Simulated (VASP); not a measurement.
# BN (Cc) in VASP: further runs

Runs on BN. Level: r2SCAN. Tasks: single point.

All numbers are computed with VASP 6.6.1; they aren't measurements. Logs are shortened: lines on timing, memory, paths and dates and some standing lists are left out, and cuts for length are marked.

### 1 The cell of the first run

The structure is monoclinic, space group Cc (No. 9). Conventional cell: a = 2.545 Å, b = 4.406 Å, c = 4.209 Å, α = 90.00°, β = 92.58°, γ = 90.00°. B (site symmetry 1) has 4 N at 1.54 to 1.58 Å within 2.1 Å. N (site symmetry 1) has 4 B at 1.54 to 1.58 Å within 2.1 Å.

### 2 Single point, r2SCAN (strain +0.0450 x Voigt [0, 0, 0, 0, 1, 0])

Input file POSCAR:

```
BN
1.0
    2.5439665232      0.0000000000      0.0572392468
   -1.2719832616      2.2031396355     -0.0286196234
    0.0946742610      0.0000000000      4.2077449317
B N
2 2
Direct
    0.6666666667      0.3333333333      0.9997995909
    0.3333333333      0.6666666667      0.4997995909
    0.6666666667      0.3333333333      0.6252004091
    0.3333333333      0.6666666667      0.1252004091
```

Input file INCAR.step1:

```
  PREC = Accurate
  ENCUT = 520
  ISMEAR = 0
  SIGMA = 0.05
  LREAL = False
  LASPH = True
  NELM = 100
  NBANDS = 16
  GGA = PE
  ALGO = Normal
  EDIFF = 1E-4
  LWAVE = True
  LCHARG = False
```

Input file INCAR.step2:

```
  PREC = Accurate
  ENCUT = 520
  EDIFF = 1E-6
  ISMEAR = 0
  SIGMA = 0.05
  LREAL = False
  LASPH = True
  NELM = 100
  ALGO = Normal
  ISIF = 2
  LWAVE = False
  LCHARG = False
  METAGGA = R2SCAN
  LMIXTAU = True
  NBANDS = 16
  ISTART = 1
```

Input file KPOINTS:

```
regular mesh
0
Gamma
  12 12 6
```

Potentials or basis: VASP PAW PBE potentials, release 64 (B, N).

Started as:

```bash
$ cat potpaw_PBE.64/B/POTCAR potpaw_PBE.64/N/POTCAR > POTCAR
$ cp INCAR.step1 INCAR
$ mpirun -np 1 vasp_std > vasp.out
$ cp INCAR.step2 INCAR
$ mpirun -np 1 vasp_std > vasp.out
```

OUTCAR:

```text
PREC = Accurate
   ENCUT = 520
   EDIFF = 1E-6
   ISMEAR = 0
   LREAL = False
   LASPH = True
   NELM = 100
   ISIF = 2
   METAGGA = R2SCAN
   ISTART = 1

 ion  position               nearest neighbor table
   1  0.667  0.333  1.000-   4 1.54   4 1.56   3 1.58   4 1.58
   2  0.333  0.667  0.500-   3 1.54   3 1.56   4 1.58   3 1.58
   3  0.667  0.333  0.625-   2 1.54   2 1.56   1 1.58   2 1.58
   4  0.333  0.667  0.125-   1 1.54   1 1.56   2 1.58   1 1.58

  LATTYP: Found a base centered monoclinic cell.
 ALAT       =     2.5446103832
 B/A-ratio  =     1.7316125486
 C/A-ratio  =     1.6540095529
 COS(beta)  =    -0.0449772303

  Lattice vectors:

 A1 = (  -1.2719832616,   2.2031396355,  -0.0286196234)
 A2 = (  -1.2719832616,  -2.2031396355,  -0.0286196234)
 A3 = (   0.0946742610,   0.0000000000,   4.2077449317)

Analysis of symmetry for initial positions (statically):
=====================================================================
 Subroutine PRICEL returns:
 Original cell was already a primitive cell.

 Routine SETGRP: Setting up the symmetry group for a
 base centered monoclinic supercell.

 Subroutine GETGRP returns: Found  2 space group operations
 (whereof  1 operations were pure point group operations)
 out of a pool of  4 trial point group operations.

The static configuration has the point symmetry C_1 .
 The point group associated with its full space group is C_1h.

Analysis of symmetry for dynamics (positions and initial velocities):
=====================================================================
 Subroutine PRICEL returns:
 Original cell was already a primitive cell.

 Routine SETGRP: Setting up the symmetry group for a
 base centered monoclinic supercell.

 Subroutine GETGRP returns: Found  2 space group operations
 (whereof  1 operations were pure point group operations)
 out of a pool of  4 trial point group operations.

The dynamic configuration has the point symmetry C_1 .
 The point group associated with its full space group is C_1h.

 Subroutine INISYM returns: Found  2 space group operations
 (whereof  1 operations are pure point group operations),
 and found     1 'primitive' translations

----------------------------------------------------------------------------------------

                                     Primitive cell

  volume of cell :      23.5713

  direct lattice vectors                    reciprocal lattice vectors
     2.543966523  0.000000000  0.057239247     0.393286035  0.226948847 -0.008848936
    -1.271983262  2.203139635 -0.028619623     0.000000000  0.453897694  0.000000000
     0.094674261  0.000000000  4.207744932    -0.005349991  0.000000000  0.237777366

  length of vectors
     2.544610383  2.544127504  4.208809882     0.454156347  0.453897694  0.237837546

  position of ions in fractional coordinates (direct lattice)
     0.666666667  0.333333333  0.999799591
     0.333333333  0.666666667  0.499799591
     0.666666667  0.333333333  0.625200409
     0.333333333  0.666666667  0.125200409

  ion indices of the primitive-cell ions
   primitive index   ion index
                 1           1
                 2           2
                 3           3
                 4           4

----------------------------------------------------------------------------------------

 KPOINTS: regular mesh

Automatic generation of k-mesh.
 Grid dimensions read from file:
 generate k-points for:   12   12    6

 Generating k-lattice:

  Cartesian coordinates                     Fractional coordinates (reciprocal lattice)
     0.032773836  0.018912404 -0.000737411     0.083333333  0.000000000 -0.000000000
     0.000000000  0.037824808  0.000000000     0.000000000  0.083333333  0.000000000
    -0.000891665  0.000000000  0.039629561     0.000000000 -0.000000000  0.166666667

  Length of vectors
     0.037846362  0.037824808  0.039639591

  Shift w.r.t. Gamma in fractional coordinates (k-lattice)
     0.000000000  0.000000000  0.000000000

 Subroutine IBZKPT returns following result:
 ===========================================

 Found    242 irreducible k-points:

 Following reciprocal coordinates:
            Coordinates               Weight
  0.000000  0.000000  0.000000      1.000000
  0.083333 -0.000000  0.000000      4.000000
  0.166667 -0.000000  0.000000      4.000000
  0.250000  0.000000  0.000000      4.000000
  0.333333 -0.000000  0.000000      4.000000
  0.416667 -0.000000 -0.000000      4.000000
[... 16 lines left out ...]
  0.333333  0.166667  0.000000      4.000000
  0.416667  0.166667 -0.000000      4.000000
 [... further k-points ...]
   k-points           NKPTS =    242   k-points in BZ     NKDIM =    242   number of bands    NBANDS=     16
   number of dos      NEDOS =    301   number of ions     NIONS =      4
   total plane-waves  NPLWV =  12800
   dimension x,y,z NGX =    20 NGY =   20 NGZ =   32
   dimension x,y,z NGXF=    40 NGYF=   40 NGZF=   64
   ions per type =               2   2
   NGX,Y,Z   is equivalent  to a cutoff of  13.07, 13.07, 12.64 a.u.
   NGXF,Y,Z  is equivalent  to a cutoff of  26.13, 26.14, 25.28 a.u.
 SYSTEM =  unknown system
   PREC   = accura    normal or accurate (medium, high low for compatibility)
   ISTART =      1    job   : 0-new  1-cont  2-samecut
   ICHARG =      0    charge: 1-file 2-atom 10-const
   ISPIN  =      1    spin polarized calculation?
   LNONCOLLINEAR =      F non collinear calculations
   LSORBIT =      F    spin-orbit coupling
   LASPH  =      T    aspherical Exc in radial PAW
   ENCUT  =  520.0 eV  38.22 Ry    6.18 a.u.   4.73  4.73  7.83*2*pi/ulx,y,z
   NELM   =    100;   NELMIN=  2; NELMDL=  0     # of ELM steps
   EDIFF  = 0.1E-05   stopping-criterion for ELM
   LREAL  =      F    real-space projection
   EDIFFG = 0.1E-04   stopping-criterion for IOM
   NSW    =      0    number of steps for IOM
   IBRION =     -1    ionic relax: 0-MD 1-quasi-New 2-CG
   NFREE  =      0    steps in history (QN), initial steepest desc. (CG)
   ISIF   =      2    stress and relaxation
   ISYM   =      2    0-nonsym 1-usesym 2-fastsym
   POTIM  = 0.5000    time-step for ionic-motion
   TEBEG  =    0.0;   TEEND  =   0.0 temperature during run
   PSTRESS=    0.0 pullay stress
   NELECT =      16.0000    total number of electrons
   NUPDOWN=      -1.0000    fix difference up-down
   EMIN   =  10.00;   EMAX   =-10.00  energy-range for DOS
   EFERMI =   0.00;   METHOD = LEGACY
   ISMEAR =     0;   SIGMA  =   0.05  broadening in eV -4-tet -1-fermi 0-gaus
   EFERMI_NEDOS =   21; number of points for ismear=-14 and -15
   IALGO  =     38    algorithm
   IMIX   =      4    mixing-type and parameters
     AMIX     =   0.40;   BMIX     =  1.00
     AMIX_MAG =   1.60;   BMIX_MAG =  1.00
  volume/ion in A,a.u.               =       5.89        39.77
  Fermi-wavevector in a.u.,A,eV,Ry     =   1.438756  2.718855 28.164322  2.070019
  Thomas-Fermi vector in A             =   2.557688
   LORBIT       =      0    0 simple, 1 ext, 2 COOP (PROOUT), +10 PAW based schemes
   METAGGA = R2SCAN    functional components
   LHFCALC =     F    Hartree Fock is set to
   AEXX    =    0.0000 exact exchange contribution
   IVDW    =     0    specifies the selected vdW correction
   LEPSILON=     F    determine dielectric tensor
   LRPA    =     F    only Hartree local field effects (RPA)
 non-spin polarized calculation
 Gauss-broadening in eV      SIGMA  =   0.05
  energy-cutoff  :      520.00
  volume of cell :       23.57
 maximum number of plane-waves:       644
   NGX =  9   NGY =  9   NGZ = 15

 number of electron      15.9999999 magnetization

 Free energy of the ion-electron system (eV)
  ---------------------------------------------------
  ext. energy  EPLUGINS =         0.00000000
  ---------------------------------------------------
  free energy    TOTEN  =       -38.21358018 eV

  energy without entropy =      -38.21358018  energy(sigma->0) =      -38.21358018

 E-fermi :   7.7699     XC(G=0): -13.6489

 val. band max:        7.5317454935   @ k =   0.0000   0.0000   0.0000
 cond. band min:      13.1760868444   @ k =   0.3333   0.3333   0.0000
 fundamental gap:      5.6443413510
 Fermi energy:         7.7699481047

 k-point     1 :       0.0000    0.0000    0.0000
  band No.  band energies     occupation
      1     -14.0645      2.00000
      2      -9.8115      2.00000
      3      -3.8962      2.00000
      4       5.2072      2.00000
      5       5.2141      2.00000
      6       7.0873      2.00000
[... 8 lines left out ...]
     15      20.2110      0.00000
     16      24.9155      0.00000

 k-point     2 :       0.0833   -0.0000    0.0000
  band No.  band energies     occupation
      1     -13.9076      2.00000
      2      -9.6929      2.00000
      3      -3.7393      2.00000
      4       4.4919      2.00000
      5       4.9162      2.00000
      6       6.7082      2.00000
[... 8 lines left out ...]
     15      20.6635      0.00000
     16      24.6488      0.00000

 k-point     3 :       0.1667   -0.0000    0.0000
  band No.  band energies     occupation
      1     -13.4422      2.00000
      2      -9.3539      2.00000
      3      -3.2750      2.00000
      4       2.7581      2.00000
      5       4.2254      2.00000
      6       5.2862      2.00000
[... 8 lines left out ...]
     15      21.8725      0.00000
     16      23.8845      0.00000

 k-point     4 :       0.2500    0.0000    0.0000
  band No.  band energies     occupation
      1     -12.6876      2.00000
      2      -8.8604      2.00000
      3      -2.5271      2.00000
      4       0.7064      2.00000
      5       3.3681      2.00000
      6       3.5234      2.00000
[... 8 lines left out ...]
     15      23.4189      0.00000
     16      24.0165      0.00000

 k-point     5 :       0.3333   -0.0000    0.0000
  band No.  band energies     occupation
      1     -11.6905      2.00000
      2      -8.3837      2.00000
      3      -1.5692      2.00000
      4      -1.1124      2.00000
      5       1.5909      2.00000
      6       2.8107      2.00000
[... 8 lines left out ...]
     15      24.3517      0.00000
     16      25.0995      0.00000

 k-point     6 :       0.4167   -0.0000   -0.0000
  band No.  band energies     occupation
      1     -10.5765      2.00000
      2      -8.2732      2.00000
      3      -2.2465      2.00000
      4      -0.6132      2.00000
      5       0.2012      2.00000
      6       2.3850      2.00000
[... 8 lines left out ...]
     15      24.8507      0.00000
     16      26.1945      0.00000
[... 267 lines left out ...]
 k-point    21 :       0.1667    0.1667    0.0000
  band No.  band energies     occupation
      1     -12.2494      2.00000
      2      -8.5962      2.00000
      3      -2.0982      2.00000
      4       0.5296      2.00000
      5       1.5167      2.00000
      6       3.6019      2.00000
[... 8 lines left out ...]
     15      23.9494      0.00000
     16      24.4962      0.00000

 k-point    22 :       0.2500    0.1667    0.0000
  band No.  band energies     occupation
      1     -11.2800      2.00000
      2      -8.1917      2.00000
      3      -1.1573      2.00000
      4      -0.8053      2.00000
      5       0.4096      2.00000
      6       2.3184      2.00000
[... 8 lines left out ...]
     15      23.8441      0.00000
     16      24.8941      0.00000

 k-point    23 :       0.3333    0.1667    0.0000
  band No.  band energies     occupation
      1     -10.2043      2.00000
      2      -8.1299      2.00000
      3      -1.8738      2.00000
      4      -0.3963      2.00000
      5       0.1737      2.00000
      6       1.1576      2.00000
[... 8 lines left out ...]
     15      24.5056      0.00000
     16      25.1882      0.00000

 k-point    24 :       0.4167    0.1667   -0.0000
  band No.  band energies     occupation
      1      -9.5201      2.00000
      2      -8.3871      2.00000
      3      -2.2124      2.00000
      4      -0.4628      2.00000
      5       0.6548      2.00000
      6       0.7521      2.00000
[... 8 lines left out ...]
     15      24.5648      0.00000
     16      25.8533      0.00000

 [... further k-points ...]

------------------------ aborting loop because EDIFF is reached ----------------------------------------

  FORCE on cell =-STRESS in cart. coord.  units (eV):
  Direction    XX          YY          ZZ          XY          YZ          ZX
  --------------------------------------------------------------------------------------
  -------------------------------------------------------------------------------------
  Total        0.2063160      0.2104243      0.2567013      0.0000000      0.0000000     -2.3329489
  in kB       14.0236365     14.3028851     17.4484038      0.0000000      0.0000000   -158.5743347
  external PRESSURE =      15.2583084 kB  Pullay stress =       0.0000000 kB

 VOLUME and BASIS-vectors are now :
 -----------------------------------------------------------------------------
  energy-cutoff  :      520.00
  volume of cell :       23.57
      direct lattice vectors                 reciprocal lattice vectors
     2.543966523  0.000000000  0.057239247     0.393286035  0.226948847 -0.008848936
    -1.271983262  2.203139635 -0.028619623     0.000000000  0.453897694  0.000000000
     0.094674261  0.000000000  4.207744932    -0.005349991  0.000000000  0.237777366

 POSITION                                       TOTAL-FORCE (eV/Angst)
 -----------------------------------------------------------------------------------
      1.36664      0.73438      4.23552         0.098041     -0.026631     -0.016288
      0.04732      1.46876      2.10303         0.098041      0.026631     -0.016288
      1.33117      0.73438      2.65930        -0.098041     -0.048241      0.016288
      0.01185      1.46876      0.52681        -0.098041      0.048241      0.016288
 -----------------------------------------------------------------------------------
    total drift:                                0.000063     -0.000000      0.002267

  FREE ENERGIE OF THE ION-ELECTRON SYSTEM (eV)
  ---------------------------------------------------
  free  energy   TOTEN  =       -38.2135801827 eV

  energy  without entropy=      -38.2135801827  energy(sigma->0) =      -38.21358018
```

It took 2.3 min on 1 thread of Intel Xeon Platinum 8488C (Sapphire Rapids), shared host; peak memory 0.19 GiB.

Results:

```yaml
Free_energy: -38.2136 eV
Pressure: 1.5 GPa
Largest_force: 0.110 eV/Å
Band_gap_on_the_k_mesh: 5.64 eV (least direct gap 8.86 eV)
```

Forces on the atoms (eV/Å):
```
B    0.098 -0.027 -0.016
B    0.098  0.027 -0.016
N   -0.098 -0.048  0.016
N   -0.098  0.048  0.016
```

Levels at points of the mesh, in eV from the valence-band top:
| k point | band 4 | band 5 | band 6 | band 7 | band 8 | band 9 | band 10 | band 11 | band 12 | band 13 |
| --- | --- | --- | --- | --- | --- | --- | --- | --- | --- | --- |
| (0.00, 0.00, 0.00) | -2.32 | -2.32 | -0.44 | -0.09 | 0.00 | 8.86 | 8.96 | 9.29 | 10.13 | 11.48 |
| (0.50, 0.00, 0.00) | -8.35 | -7.20 | -5.29 | -4.61 | -2.30 | 7.20 | 8.49 | 11.08 | 12.35 | 13.61 |
| (0.00, 0.50, 0.00) | -8.25 | -7.31 | -5.27 | -4.63 | -2.31 | 7.22 | 8.49 | 10.71 | 12.78 | 13.81 |
| (0.00, 0.00, 0.50) | -6.05 | -1.54 | -1.54 | -1.10 | -1.10 | 10.00 | 10.00 | 10.45 | 10.45 | 10.85 |
| (0.50, 0.00, 0.50) | -10.35 | -4.21 | -4.11 | -3.94 | -3.43 | 6.76 | 7.41 | 10.16 | 11.16 | 15.09 |
| (0.00, 0.50, 0.50) | -10.53 | -4.03 | -4.03 | -3.80 | -3.80 | 7.10 | 7.10 | 10.64 | 10.64 | 14.98 |

Caveat: the cell differs from its parent crystal (strain +0.0450 x Voigt [0, 0, 0, 0, 1, 0]); the PAW data sets were made with another functional, which shifts forces and pressure a little. A k mesh can miss the band edges.

(Continued in part 2 of 3.)
